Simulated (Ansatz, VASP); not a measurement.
## Si3N4: VASP beside Ansatz

Contents of POSCAR:

```
Si3N4
1.0
   -3.2441470000      3.2441470000      3.2441470000
    3.2441470000     -3.2441470000      3.2441470000
    3.2441470000      3.2441470000     -3.2441470000
Si N
6 8
Direct
    0.3750000000      0.2500000000      0.6250000000
    0.6250000000      0.3750000000      0.2500000000
    0.8750000000      0.1250000000      0.7500000000
    0.2500000000      0.6250000000      0.3750000000
    0.7500000000      0.8750000000      0.1250000000
    0.1250000000      0.7500000000      0.8750000000
    0.5000000000      0.0000000000      0.0627500000
    0.5627500000      0.5000000000      0.0000000000
    0.9372500000      0.9372500000      0.9372500000
    0.0000000000      0.5627500000      0.5000000000
    0.4372500000      0.4372500000      0.4372500000
    0.0000000000      0.0627500000      0.5000000000
    0.5000000000      0.0000000000      0.5627500000
    0.0627500000      0.5000000000      0.0000000000
```

File INCAR.step1:

```
SYSTEM = Si3N4
  PREC = Accurate
  ENCUT = 520
  ISMEAR = -1
  SIGMA = 0.02
  LREAL = .False.
  LASPH = .True.
  NELM = 60
  NBANDS = 45
  GGA = PE
  ALGO = Normal
  EDIFF = 1E-4
  LWAVE = .True.
  LCHARG = .False.
```

File INCAR.step2:

```
SYSTEM = Si3N4
  PREC = Accurate
  ENCUT = 520
  EDIFF = 1E-8
  ISMEAR = -1
  SIGMA = 0.02
  LREAL = .False.
  LASPH = .True.
  NELM = 60
  ALGO = Normal
  ISIF = 2
  LWAVE = .False.
  LCHARG = .False.
  METAGGA = R2SCAN
  LMIXTAU = .True.
  LEFG = .True.
  NBANDS = 45
  ISTART = 1
```

KPOINTS

```
regular mesh
0
Gamma
  6 6 6
  0 0 0
```

Input for Ansatz:

```yaml
crystal:
  lattice:
    - [-3.244147, 3.244147, 3.244147]
    - [3.244147, -3.244147, 3.244147]
    - [3.244147, 3.244147, -3.244147]
  atoms:
    - { symbol: Si, position: [0.375, 0.25, 0.625] }
    - { symbol: Si, position: [0.625, 0.375, 0.25] }
    - { symbol: Si, position: [0.875, 0.125, 0.75] }
    - { symbol: Si, position: [0.25, 0.625, 0.375] }
    - { symbol: Si, position: [0.75, 0.875, 0.125] }
    - { symbol: Si, position: [0.125, 0.75, 0.875] }
    - { symbol: "N", position: [0.5, 0.0, 0.06275] }
    - { symbol: "N", position: [0.56275, 0.5, 0.0] }
    - { symbol: "N", position: [0.93725, 0.93725, 0.93725] }
    - { symbol: "N", position: [0.0, 0.56275, 0.5] }
    - { symbol: "N", position: [0.43725, 0.43725, 0.43725] }
    - { symbol: "N", position: [0.0, 0.06275, 0.5] }
    - { symbol: "N", position: [0.5, 0.0, 0.56275] }
    - { symbol: "N", position: [0.06275, 0.5, 0.0] }
kpoints:
  mp_grid: { grid: [6, 6, 6] }
scf:
  occupations: { method: fermi_dirac, width: 0.02 }
hamiltonian:
  xc: r2scan
  pseudopotentials: { kind: paw, frozen_core: stored }
output:
  forces: true
  stress: true
  populations: true
  efg: { quadrupole_moments_barn: { "N": 0.02044 } }
```

Alike in both runs: task electric field gradients; functional r2SCAN; k mesh 6 × 6 × 6; occupations fermi-dirac, width 0.02 eV; no spin polarisation.

|  | VASP | Ansatz |
| --- | --- | --- |
| version | VASP 6.6.1 | Ansatz 0.2.0 |
| potentials or method | VASP PAW PBE potentials, release 64 (Si, N) | plane-wave PAW, scalar-relativistic |
| plane-wave cutoff (eV) | 520 | 500 |
| valence electrons in the cell | 64 | 64 |

|  | VASP | Ansatz | Ansatz less VASP |
| --- | --- | --- | --- |
| gap on the k mesh at the Fermi level (eV) | 4.66 | 4.65 | -0.005 |
| pressure (GPa) | -5.9 | -6.1 | -0.23 |
| rms of the force components (eV/Å) | 0.020 | 0.021 | +0.0012 |
| size of Vzz on the site where it differs most (V/Å²) | 57.1 | 62.2 | +5.13 |

VASP's potentials were made for PBE, not for r2SCAN. Atom by atom the forces differ by 0.001 eV/Å (rms over components). The functional is the same, so the differences come from potentials, cutoffs and numerics.
